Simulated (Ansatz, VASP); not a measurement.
**WS2: VASP beside Ansatz**

File INCAR:

```
PREC = Accurate
ENCUT = 520
EDIFF = 1E-7
ISMEAR = 0
SIGMA = 0.05
LREAL = F
LASPH = T
NELM = 60
ALGO = Normal
ISIF = 2
LWAVE = F
LCHARG = F
GGA = PS
IVDW = 12
NBANDS = 20
```

KPOINTS

```
regular mesh
0
Gamma
  12 12 2
```

POSCAR

```
WS2
1.0
    3.1239380587      0.0000000000      0.0000000000
   -1.5619690294      2.7054097187      0.0000000000
    0.0000000000      0.0000000000     16.9375357456
W S
1 2
Direct
    0.3333333333      0.6666666667      0.0016144304
    0.6618010132      0.3333333333      0.9025223990
    0.6715323201      0.3333333333      0.0882200560
```

Input for Ansatz:

```yaml
crystal:
  lattice:
    - [3.1239380587, 0.0, 0.0]
    - [-1.5619690294, 2.7054097187, 0.0]
    - [0.0, 0.0, 16.9375357456]
  atoms:
    - { symbol: W, position: [0.3333333333, 0.6666666667, 0.0016144304] }
    - { symbol: S, position: [0.6618010132, 0.3333333333, 0.902522399] }
    - { symbol: S, position: [0.6715323201, 0.3333333333, 0.088220056] }
basis:
  ecutwfc: 420
kpoints:
  mp_grid: { grid: [12, 12, 2] }
hamiltonian:
  xc: pbesol
  pseudopotentials: { kind: paw, azcp: { folder: soft_1 } }
  dispersion: d3bj
scf:
  occupations: { method: gaussian, width: 0.05 }
output:
  forces: true
  stress: true
  eigenvalues: true
```

Change from the starting cell: mode 4 frozen in at -0.015 Å and mode 9 at -0.078 Å (largest displacements).

Alike in both runs: task single point; functional PBEsol; dispersion D3(BJ); k mesh 12 × 12 × 2; occupations gaussian, width 0.05 eV; no spin polarisation.

|  | VASP | Ansatz |
| --- | --- | --- |
| version | VASP 6.6.1 | Ansatz 0.2.0 |
| potentials or method | VASP PAW PBE potentials, release 64 (W_sv, S), cutoff 520 eV | scalar-relativistic, plane waves, PAW |
| valence electrons in the cell | 26 | 26 |

|  | VASP | Ansatz | Ansatz less VASP |
| --- | --- | --- | --- |
| gap on the k mesh at the Fermi level (eV) | 1.91 | 1.90 | -0.010 |
| least direct gap on the mesh (eV) | 2.04 | 2.03 | -0.003 |
| rms of the force components (eV/Å) | 1.477 | 1.474 | -0.0034 |

VASP's potentials were made for PBE, not for PBEsol, and Ansatz warns of the same on its side. Atom by atom the forces differ by 0.010 eV/Å (rms over components).

Spin-orbit coupling is off throughout.
